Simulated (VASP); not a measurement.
Crystal: SnSe.

```xyz
2
Lattice="0.0000 2.9898 2.9898 2.9898 0.0000 2.9898 2.9898 2.9898 0.0000" Properties=species:S:1:pos:R:3 pbc="T T T"
Sn    0.0000    0.0000    0.0000
Se    2.9898    2.9898    2.9898
```

Base run:

```yaml
Program: VASP 6.6.1
Functional: revPBE
Potentials_or_basis: VASP PAW PBE potentials, release 64 (Sn_d, Se)
Cutoff: 520 eV
k_mesh: 8 × 8 × 8
Occupations: fermi-dirac, width 0.05 eV
Spin: no spin polarisation
```

Its results: band gap on the k mesh 0.65 eV, direct; pressure 3.2 GPa.

Q: The run is repeated on the same cell with these changes: functional from revPBE to LDA; potentials or basis from VASP PAW PBE potentials, release 64 (Sn_d, Se) to VASP PAW LDA potentials, release 64 (Sn_d, Se). What comes out?

A: Band gap on the k mesh 0.72 eV, direct; pressure -2.3 GPa.

Caveats: spin-orbit coupling is left out, which moves the levels of the heavy elements; the PAW data sets were made with another functional, which shifts forces and pressure a little (some runs).

A k mesh can miss the band edges.
